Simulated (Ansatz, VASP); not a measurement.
## Two plane-wave programs on P

INCAR

```
SYSTEM = P
PREC = Accurate
ENCUT = 500
EDIFF = 1E-6
ISMEAR = -1
SIGMA = 0.05
LREAL = .FALSE.
LASPH = .TRUE.
NELM = 120
ALGO = Normal
ISIF = 2
LWAVE = .FALSE.
LCHARG = .FALSE.
GGA = PS
NBANDS = 8
GGA_COMPAT = .FALSE.
```

KPOINTS

```
Automatic mesh
0
G
  17 17 17
  0 0 0
```

File POSCAR:

```
P
1.0
   -1.4215639896      1.4215639896      1.4215639896
    1.4215639896     -1.4215639896      1.4215639896
    1.4215639896      1.4215639896     -1.4215639896
P
1
Direct
    0.0000000000      0.0000000000      0.0000000000
```

Input for Ansatz:

```yaml
crystal:
  lattice:
    - [-1.4215639896, 1.4215639896, 1.4215639896]
    - [1.4215639896, -1.4215639896, 1.4215639896]
    - [1.4215639896, 1.4215639896, -1.4215639896]
  atoms:
    - { symbol: P, position: [0.0, 0.0, 0.0] }
kpoints:
  mp_grid: { grid: [17, 17, 17] }
scf:
  occupations: { method: fermi_dirac, width: 0.05 }
hamiltonian:
  xc: pbesol
  pseudopotentials: { kind: paw }
output:
  forces: true
  stress: true
  eigenvalues: true
  populations: true
```

Change from the starting cell: volume scaled by 0.84, PAW files.

Alike in both runs: task single point; functional PBEsol; k mesh 17 × 17 × 17; occupations fermi-dirac, width 0.05 eV; no spin polarisation.

```csv
,VASP,Ansatz
version,VASP 6.6.1,Ansatz 0.2.0
potentials or method,"VASP PAW PBE potentials, release 64 (P)","PAW with Ansatz's default frozen-core files, scalar-relativistic"
plane-wave cutoff (eV),500,420
valence electrons in the cell,5,5
```

```csv
,VASP,Ansatz,Ansatz less VASP
pressure (GPa),26.6,26.5,-0.11
```

VASP's potentials were made for PBE, not for PBEsol. With one functional, cell and mesh, what is left measures potentials, basis and numerics.
